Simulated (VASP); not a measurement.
# Si3S2 (P-6m2) in VASP: further runs

The runs below take Si3S2 through single point, relaxation of cell and atoms, with PBE.

Everything below comes from runs of VASP 6.6.1. Logs are shortened: lines on timing, memory, paths and dates and some standing lists are left out, and cuts for length are marked.

## (1) The cell of the first run

It takes space group P-6m2 (No. 187, hexagonal). The conventional cell has a = 4.348 Å, b = 4.348 Å, c = 5.339 Å, α = 90.00°, β = 90.00°, γ = 120.00°. Within 3.5 Å of Si (site symmetry 3m) lie 5 Si at 2.62 to 2.85 Å and 6 S at 2.83 to 2.85 Å. Si (site symmetry -6m2) has 5 S at 2.51 to 2.67 Å and 6 Si at 2.85 Å within 3.3 Å. S (site symmetry -6m2) has 8 Si at 2.67 to 2.83 Å within 3.5 Å. S (site symmetry -6m2) has 9 Si at 2.51 to 2.85 Å within 3.3 Å.

## (2) Single point, PBE

Contents of INCAR:

```
SYSTEM = Si3S2
  ALGO = Normal
  EDIFF = 1E-6
  ENCUT = 520
  GGA = PE
  ISIF = 2
  ISMEAR = 0
  LASPH = .True.
  LCHARG = .False.
  LREAL = .False.
  LWAVE = .False.
  NBANDS = 20
  NELM = 60
  PREC = Accurate
  SIGMA = 0.1
```

Contents of KPOINTS:

```
k-points
0
Gamma
  6 6 4
  0 0 0
```

Contents of POSCAR:

```
Si3S2
1.0
    4.3476836400      0.0000000000      0.0000000000
   -2.1738418200      3.7652044800      0.0000000000
    0.0000000000      0.0000000000      5.3387979600
Si S
3 2
Direct
    0.0000000000      0.0000000000      0.7454000100
    0.0000000000      0.0000000000      0.2545999900
    0.6666666700      0.3333333300      0.0000000000
    0.6666666700      0.3333333300      0.5000000000
    0.3333333300      0.6666666700      0.0000000000
```

Potentials or basis: VASP PAW PBE potentials, release 64 (Si, S).

Run with:

```console
$ cat potpaw_PBE.64/Si/POTCAR potpaw_PBE.64/S/POTCAR > POTCAR
$ mpirun -np 1 vasp_std > vasp.out
```

OUTCAR:

```text
SYSTEM = Si3S2
   EDIFF = 1E-6
   ENCUT = 520
   GGA = PE
   ISIF = 2
   ISMEAR = 0
   LASPH = .True.
   LREAL = .False.
   NELM = 60
   PREC = Accurate

 ion  position               nearest neighbor table
   1  0.000  0.000  0.745-   2 2.62   2 2.72   4 2.83   4 2.83   4 2.83   5 2.85   3 2.85   3 2.85
                             5 2.85   5 2.85   3 2.85
   2  0.000  0.000  0.255-   1 2.62   1 2.72   4 2.83   4 2.83   4 2.83   3 2.85   5 2.85   3 2.85
                             5 2.85   5 2.85   3 2.85
   3  0.667  0.333  0.000-   5 2.51   5 2.51   5 2.51   4 2.67   4 2.67   1 2.85   2 2.85   1 2.85
                             2 2.85   1 2.85   2 2.85
   4  0.667  0.333  0.500-   3 2.67   3 2.67   1 2.83   2 2.83   1 2.83   2 2.83   1 2.83   2 2.83

   5  0.333  0.667  0.000-   3 2.51   3 2.51   3 2.51   1 2.85   2 2.85   2 2.85   1 2.85   2 2.85
                             1 2.85

  LATTYP: Found a hexagonal cell.
 ALAT       =     4.3476836400
 C/A-ratio  =     1.2279637623

  Lattice vectors:

 A1 = (   4.3476836400,   0.0000000000,   0.0000000000)
 A2 = (  -2.1738418200,   3.7652044800,   0.0000000000)
 A3 = (   0.0000000000,   0.0000000000,   5.3387979600)

Analysis of symmetry for initial positions (statically):
=====================================================================
 Subroutine PRICEL returns:
 Original cell was already a primitive cell.

 Routine SETGRP: Setting up the symmetry group for a
 hexagonal supercell.

 Subroutine GETGRP returns: Found 12 space group operations
 (whereof 12 operations were pure point group operations)
 out of a pool of 24 trial point group operations.

The static configuration has the point symmetry D_3h.

Analysis of symmetry for dynamics (positions and initial velocities):
=====================================================================
 Subroutine PRICEL returns:
 Original cell was already a primitive cell.

 Routine SETGRP: Setting up the symmetry group for a
 hexagonal supercell.

 Subroutine GETGRP returns: Found 12 space group operations
 (whereof 12 operations were pure point group operations)
 out of a pool of 24 trial point group operations.

The dynamic configuration has the point symmetry D_3h.

 Subroutine INISYM returns: Found 12 space group operations
 (whereof 12 operations are pure point group operations),
 and found     1 'primitive' translations

----------------------------------------------------------------------------------------

                                     Primitive cell

  volume of cell :      87.3957

  direct lattice vectors                    reciprocal lattice vectors
     4.347683640  0.000000000  0.000000000     0.230007536  0.132794913  0.000000000
    -2.173841820  3.765204480  0.000000000     0.000000000  0.265589825  0.000000000
     0.000000000  0.000000000  5.338797960     0.000000000  0.000000000  0.187308081

  length of vectors
     4.347683640  4.347683640  5.338797960     0.265589825  0.265589825  0.187308081

  position of ions in fractional coordinates (direct lattice)
     0.000000000  0.000000000  0.745400010
     0.000000000  0.000000000  0.254599990
     0.666666670  0.333333330  0.000000000
     0.666666670  0.333333330  0.500000000
     0.333333330  0.666666670  0.000000000

  ion indices of the primitive-cell ions
   primitive index   ion index
                 1           1
                 2           2
                 3           3
                 4           4
                 5           5

----------------------------------------------------------------------------------------

 KPOINTS: k-points

Automatic generation of k-mesh.
 Grid dimensions read from file:
 generate k-points for:    6    6    4

 Generating k-lattice:

  Cartesian coordinates                     Fractional coordinates (reciprocal lattice)
     0.038334589  0.022132485  0.000000000     0.166666667  0.000000000  0.000000000
     0.000000000  0.044264971  0.000000000     0.000000000  0.166666667  0.000000000
     0.000000000  0.000000000  0.046827020     0.000000000  0.000000000  0.250000000

  Length of vectors
     0.044264971  0.044264971  0.046827020

  Shift w.r.t. Gamma in fractional coordinates (k-lattice)
     0.000000000  0.000000000  0.000000000

 Subroutine IBZKPT returns following result:
 ===========================================

 Found     21 irreducible k-points:

 Following reciprocal coordinates:
            Coordinates               Weight
  0.000000  0.000000  0.000000      1.000000
  0.166667  0.000000  0.000000      6.000000
  0.333333  0.000000  0.000000      6.000000
  0.500000  0.000000  0.000000      3.000000
  0.166667  0.166667  0.000000      6.000000
  0.333333  0.166667  0.000000     12.000000
[... 13 lines left out ...]
  0.333333  0.166667  0.500000     12.000000
  0.333333  0.333333  0.500000      2.000000
   k-points           NKPTS =     21   k-points in BZ     NKDIM =     21   number of bands    NBANDS=     20
[... 98 lines left out ...]
      1      -7.2562      2.00000
      2      -5.6735      2.00000
      3      -2.1457      2.00000
      4       0.0349      2.00000
      5       0.2391      2.00000
      6       1.0159      2.00000
[... 12 lines left out ...]
     19      12.8221      0.00000
     20      13.7604      0.00000

 k-point     4 :       0.5000    0.0000    0.0000
  band No.  band energies     occupation
      1      -6.7156      2.00000
      2      -5.9755      2.00000
      3      -2.7402      2.00000
      4      -0.2238      2.00000
      5       0.7821      2.00000
      6       1.1041      2.00000
[... 12 lines left out ...]
     19      13.2394      0.00000
     20      14.4391      0.00000

 k-point     5 :       0.1667    0.1667    0.0000
  band No.  band energies     occupation
      1      -7.4385      2.00000
      2      -5.6039      2.00000
      3      -1.7066      2.00000
      4      -0.3749      2.00000
      5      -0.0028      2.00000
      6       1.9380      2.00000
[... 12 lines left out ...]
     19      12.4576      0.00000
     20      13.5086      0.00000

 k-point     6 :       0.3333    0.1667    0.0000
  band No.  band energies     occupation
      1      -6.7937      2.00000
      2      -5.8436      2.00000
      3      -2.6985      2.00000
      4      -0.8836      2.00000
      5       0.9225      2.00000
      6       1.3949      2.00000
[... 12 lines left out ...]
     19      13.0486      0.00000
     20      13.9574      0.00000

 k-point     7 :       0.3333    0.3333    0.0000
  band No.  band energies     occupation
      1      -6.4432      2.00000
      2      -5.9887      2.00000
      3      -3.0419      2.00000
      4      -1.2481      2.00000
      5       1.4734      2.00000
      6       1.5859      2.00000
[... 12 lines left out ...]
     19      13.5639      0.00000
     20      14.2125      0.00000
[... 208 lines left out ...]
 k-point    17 :       0.3333    0.0000    0.5000
  band No.  band energies     occupation
      1      -6.9196      2.00000
      2      -6.0063      2.00000
      3      -2.5171      2.00000
      4      -0.7707      2.00000
      5       0.7612      2.00000
      6       1.3651      2.00000
[... 12 lines left out ...]
     19      12.1730      0.00000
     20      12.4987      0.00000

 k-point    18 :       0.5000    0.0000    0.5000
  band No.  band energies     occupation
      1      -6.5747      2.00000
      2      -5.8324      2.00000
      3      -3.2087      2.00000
      4      -1.2126      2.00000
      5       0.4113      2.00000
      6       1.1395      2.00000
[... 12 lines left out ...]
     19      11.5942      0.00000
     20      12.7659      0.00000

 k-point    19 :       0.1667    0.1667    0.5000
  band No.  band energies     occupation
      1      -7.0642      2.00000
      2      -6.0864      2.00000
      3      -2.0425      2.00000
      4      -0.5103      2.00000
      5       0.0196      2.00000
      6       2.6869      2.00000
[... 12 lines left out ...]
     19      11.8139      0.00000
     20      13.3991      0.00000

 k-point    20 :       0.3333    0.1667    0.5000
  band No.  band energies     occupation
      1      -6.5966      2.00000
      2      -5.8365      2.00000
      3      -2.8620      2.00000
      4      -1.1155      2.00000
      5      -1.0115      2.00000
      6       2.0553      2.00000
[... 12 lines left out ...]
     19      12.1187      0.00000
     20      12.4410      0.00000

 k-point    21 :       0.3333    0.3333    0.5000
  band No.  band energies     occupation
      1      -6.4159      2.00000
      2      -5.7462      2.00000
      3      -2.5163      2.00000
      4      -2.2529      2.00000
      5      -1.2276      2.00000
      6       1.5235      2.00000
[... 12 lines left out ...]
     19      11.9957      0.00000
     20      13.2914      0.00000

------------------------ aborting loop because EDIFF is reached ----------------------------------------

  FORCE on cell =-STRESS in cart. coord.  units (eV):
  Direction    XX          YY          ZZ          XY          YZ          ZX
  --------------------------------------------------------------------------------------
  -------------------------------------------------------------------------------------
  Total        2.0516329      2.0516329     -2.3469728     -0.0000000     -0.0000000      0.0000000
  in kB       37.6114646     37.6114646    -43.0257706     -0.0000000     -0.0000000      0.0000000
  external PRESSURE =      10.7323862 kB  Pullay stress =       0.0000000 kB

 VOLUME and BASIS-vectors are now :
 -----------------------------------------------------------------------------
  energy-cutoff  :      520.00
  volume of cell :       87.40
      direct lattice vectors                 reciprocal lattice vectors
     4.347683640  0.000000000  0.000000000     0.230007536  0.132794913  0.000000000
    -2.173841820  3.765204480  0.000000000     0.000000000  0.265589825  0.000000000
     0.000000000  0.000000000  5.338797960     0.000000000  0.000000000  0.187308081

 POSITION                                       TOTAL-FORCE (eV/Angst)
 -----------------------------------------------------------------------------------
      0.00000      0.00000      3.97954         0.000000      0.000000     -0.298599
      0.00000      0.00000      1.35926         0.000000      0.000000      0.298599
      2.17384      1.25507      0.00000         0.000000     -0.000000      0.000000
      2.17384      1.25507      2.66940        -0.000000      0.000000      0.000000
     -0.00000      2.51014      0.00000         0.000000      0.000000      0.000000
 -----------------------------------------------------------------------------------
    total drift:                               -0.000002      0.000001     -0.000000

  FREE ENERGIE OF THE ION-ELECTRON SYSTEM (eV)
  ---------------------------------------------------
  free  energy   TOTEN  =       -21.8403421281 eV

  energy  without entropy=      -21.8333078316  energy(sigma->0) =      -21.83682498
```

It took 38 s on 1 thread of AMD EPYC 7R43 (Zen 3), shared host; peak memory 0.16 GiB.

Results:

- Free energy: -21.8403 eV
- Pressure: 1.1 GPa
- Largest force: 0.299 eV/Å
- Band gap on the k mesh: zero (band 12 reaches 8.31 eV, above the bottom of band 13 at 5.47 eV)

Forces on the atoms (eV/Å):
```
Si   0.000  0.000 -0.299
Si   0.000  0.000  0.299
Si   0.000  0.000  0.000
S    0.000  0.000  0.000
S    0.000  0.000  0.000
```

Stress tensor (GPa, compression positive):
```
 3.76  0.00  0.00
 0.00  3.76  0.00
 0.00  0.00 -4.30
```

Levels at points of the mesh, in eV from the Fermi level:
| k point | band 8 | band 9 | band 10 | band 11 | band 12 | band 13 | band 14 | band 15 | band 16 | band 17 |
| --- | --- | --- | --- | --- | --- | --- | --- | --- | --- | --- |
| (0.00, 0.00, 0.00) | -4.14 | -4.14 | -2.16 | -1.09 | -0.99 | -0.99 | -0.20 | 1.46 | 1.46 | 3.19 |
| (0.50, 0.00, 0.00) | -4.69 | -3.17 | -2.35 | -1.53 | 0.23 | 0.76 | 2.52 | 2.79 | 3.65 | 3.92 |
| (0.00, 0.00, 0.50) | -3.52 | -3.52 | -3.20 | -2.59 | -2.59 | -1.98 | 0.73 | 0.73 | 0.76 | 3.68 |
| (0.50, 0.00, 0.50) | -4.27 | -2.67 | -1.37 | -0.33 | 0.86 | 1.64 | 1.79 | 2.10 | 2.30 | 2.62 |

## (3) Single point, PBE

This run uses another cell than the first one, of 17.61 Å³/atom, 1.007 times its volume.

Contents of INCAR:

```
PREC = Accurate
ENCUT = 520
EDIFF = 1E-6
ISMEAR = 0
SIGMA = 0.1
LREAL = F
LASPH = T
NELM = 100
ALGO = Normal
ISIF = 2
LWAVE = F
LCHARG = F
GGA = PE
NBANDS = 20
```

Contents of KPOINTS:

```
regular mesh
0
Gamma
  12 12 8
```

Contents of POSCAR:

```
Si3S2
1.0
    4.5270090170      0.0000000000      0.0000000000
   -2.2635045085      3.9205048119      0.0000000000
    0.0000000000      0.0000000000      4.9610444678
Si S
3 2
Direct
    0.0000000000      0.0000000000      0.7518939455
    0.0000000000      0.0000000000      0.2481060545
    0.6666666667      0.3333333333      0.0000000000
    0.6666666667      0.3333333333      0.5000000000
    0.3333333333      0.6666666667      0.0000000000
```

Potentials or basis: VASP PAW PBE potentials, release 64 (Si, S).

Run with:

```console
$ cat potpaw_PBE.64/Si/POTCAR potpaw_PBE.64/S/POTCAR > POTCAR
$ mpirun -np 1 vasp_std > vasp.out
```

Wall time 2.8 min (1 thread of AMD EPYC 7R43 (Zen 3), shared host); peak memory 0.26 GiB.

The run converged. Its results:

| Quantity | Value |
| --- | --- |
| Free energy | -21.9982 eV |
| Pressure | 0.0 GPa |
| Largest force | 0.004 eV/Å |
| Band gap on the k mesh | zero (band 12 reaches 8.25 eV, above the bottom of band 13 at 6.06 eV) |

Forces on the atoms (eV/Å):
```
Si   0.000  0.000  0.004
Si   0.000  0.000 -0.004
Si   0.000  0.000  0.000
S    0.000  0.000  0.000
S    0.000  0.000  0.000
```

Levels at points of the mesh, in eV from the Fermi level:
| k point | band 9 | band 10 | band 11 | band 12 | band 13 | band 14 | band 15 | band 16 |
| --- | --- | --- | --- | --- | --- | --- | --- | --- |
| (0.00, 0.00, 0.00) | -4.47 | -2.43 | -1.86 | -0.73 | -0.73 | -0.15 | 1.79 | 1.79 |
| (0.50, 0.00, 0.00) | -2.82 | -2.16 | -1.98 | 0.09 | 0.69 | 1.94 | 1.98 | 3.00 |
| (0.00, 0.00, 0.50) | -3.69 | -2.87 | -2.87 | -2.77 | -0.76 | 0.55 | 0.55 | 1.11 |
| (0.50, 0.00, 0.50) | -2.14 | -0.85 | 0.41 | 0.95 | 1.33 | 1.60 | 2.42 | 2.70 |

## (4) Relaxation of cell and atoms, PBE

Contents of INCAR:

```
SYSTEM = Si3S2
PREC = Accurate
ENCUT = 600
EDIFF = 1E-6
ISMEAR = 0
SIGMA = 0.1
LREAL = .False.
LASPH = .True.
NELM = 100
ALGO = Normal
ISIF = 3
LWAVE = .False.
LCHARG = .False.
GGA = PE
IBRION = 2
NSW = 100
EDIFFG = -0.01
```

Contents of KPOINTS:

```
Automatic mesh
0
Gamma
  12 12 8
  0 0 0
```

Contents of POSCAR:

```
Si3S2
1.0
    4.3476836400      0.0000000000      0.0000000000
   -2.1738418200      3.7652044800      0.0000000000
    0.0000000000      0.0000000000      5.3387979600
Si S
3 2
Direct
    0.0000000000      0.0000000000      0.7454000100
    0.0000000000      0.0000000000      0.2545999900
    0.6666666700      0.3333333300      0.0000000000
    0.6666666700      0.3333333300      0.5000000000
    0.3333333300      0.6666666700      0.0000000000
```

Run with:

```console
$ cat potpaw_PBE.64/Si/POTCAR potpaw_PBE.64/S/POTCAR > POTCAR
$ mpirun -np 1 vasp_std > vasp.out
```

Wall time 15 min (1 thread of AMD EPYC 7R43 (Zen 3), shared host); peak memory 0.29 GiB.

Results (log left out):

| Property | Result |
| --- | --- |
| Free energy | -21.9985 eV |
| Relaxed volume | 17.61 Å³/atom |
| Relaxed cell | a = 4.527 Å, b = 4.527 Å, c = 4.959 Å, α = 90.00°, β = 90.00°, γ = 120.00° |
| Space group after relaxing (to 0.05 Å) | P-6m2 (No. 187) |
| Energy gained by relaxing | 36.4 meV/atom |
| Ionic steps | 9 |
| Pressure after relaxing | 0.0 GPa |
| Largest force after relaxing | 0.003 eV/Å |
| Band gap on the k mesh | zero (band 12 reaches 8.25 eV, above the bottom of band 13 at 6.06 eV) |

Forces in eV/Å, atoms in the order of the input:
```
Si   0.000  0.000 -0.003
Si   0.000  0.000  0.003
Si   0.000  0.000  0.000
S    0.000  0.000  0.000
S    0.000  0.000  0.000
```

Step by step:
```tsv
step	energy change (eV)	largest force (eV/Å)	pressure (GPa)	volume (Å³)
1	0.0000	0.2437	0.31	87.40
2	-0.0803	0.0218	-0.10	87.79
3	-0.1221	0.5176	-0.20	88.12
4	-0.1245	0.7339	-0.16	88.21
5	-0.1690	0.4706	-0.10	88.24
6	-0.1701	0.4005	-0.08	88.23
7	-0.1805	0.1409	-0.02	88.08
8	-0.1818	0.0138	-0.05	88.12
9	-0.1818	0.0034	0.00	88.03
```

Final structure:
```cif
data_structure
_symmetry_space_group_name_H-M 'P 1'
_symmetry_Int_Tables_number 1
_cell_length_a 4.5274
_cell_length_b 4.5274
_cell_length_c 4.9594
_cell_angle_alpha 90.000
_cell_angle_beta 90.000
_cell_angle_gamma 120.000
_cell_volume 88.03
loop_
_atom_site_label
_atom_site_type_symbol
_atom_site_fract_x
_atom_site_fract_y
_atom_site_fract_z
_atom_site_occupancy
Si1 Si 0.00000 0.00000 0.75200 1
Si2 Si 0.00000 0.00000 0.24800 1
Si3 Si 0.66667 0.33333 0.00000 1
S1 S 0.66667 0.33333 0.50000 1
S2 S 0.33333 0.66667 0.00000 1
```

Levels at points of the mesh, in eV from the Fermi level:
```csv
k point,band 9,band 10,band 11,band 12,band 13,band 14,band 15,band 16
"(0.00, 0.00, 0.00)",-4.47,-2.43,-1.86,-0.72,-0.72,-0.15,1.79,1.79
"(0.50, 0.00, 0.00)",-2.81,-2.15,-1.98,0.08,0.70,1.94,1.98,3.00
"(0.00, 0.00, 0.50)",-3.69,-2.87,-2.87,-2.77,-0.75,0.56,0.56,1.12
"(0.50, 0.00, 0.50)",-2.13,-0.85,0.41,0.95,1.33,1.60,2.42,2.83
```

## (5) Overview

| task | cell | k mesh | cutoff (eV) | gap on the mesh (eV) | pressure (GPa) |
| --- | --- | --- | --- | --- | --- |
| single point | a = 4.348, b = 4.348, c = 5.339 Å, angles 90.0, 90.0, 120.0°, 5 atoms | 6 × 6 × 4 | 520 | none | 1.1 |
| single point | a = 4.527, b = 4.527, c = 4.961 Å, angles 90.0, 90.0, 120.0°, 5 atoms | 12 × 12 × 8 | 520 | none | 0.0 |
| relaxation of cell and atoms | relaxed from a = 4.348, b = 4.348, c = 5.339 Å, angles 90.0, 90.0, 120.0°, 5 atoms | 12 × 12 × 8 | 600 | none | 0.0 |

Alike in all rows: level PBE; potentials or basis VASP PAW PBE potentials, release 64 (Si, S); no spin polarisation; smearing gaussian 0.1 eV.

Total energies depend on the potentials used, so only differences within one code and one set of settings carry meaning.
